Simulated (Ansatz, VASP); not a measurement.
# Ge in VASP and in Ansatz

```
Ge
1.0
     3.96584    0.00000    0.00000
    -1.98292    3.43452    0.00000
     0.00000    0.00000   13.01824
Ge
8
Direct
  0.00000 0.00000 0.40681
  0.00000 0.00000 0.59319
  0.00000 0.00000 0.90681
  0.00000 0.00000 0.09319
  0.33333 0.66667 0.34415
  0.66667 0.33333 0.65585
  0.66667 0.33333 0.84415
  0.33333 0.66667 0.15585
```

Alike in both runs: functional LDA; k mesh 12 × 12 × 4; occupations gaussian, width 0.1 eV; no spin polarisation.

Ansatz relaxed the structure, and its values are those at the end. VASP's run is a single point on that final structure, the one shown.

|  | VASP | Ansatz |
| --- | --- | --- |
| version | VASP 6.6.1 | Ansatz 0.2.0 |
| potentials or method | VASP PAW LDA potentials, release 64 (Ge_d), cutoff 520 eV | scalar-relativistic, plane waves, PAW |
| valence electrons in the cell | 112 | 112 |

Ansatz gave:

| Property | Result |
| --- | --- |
| gap on the k mesh at the Fermi level (eV) | none |
| pressure (GPa) | 0.0 |

Problem. What did VASP give for the same quantities?

Solution. gap on the k mesh at the Fermi level (eV): none; pressure (GPa): 0.1.

Ansatz warns that its potentials were made for another functional, while VASP's fit it. LDA's correlation is that of Perdew and Zunger in VASP and of Perdew and Wang (1992) in Ansatz. A gap of «none» marks a metal or a gap that the smearing closes.
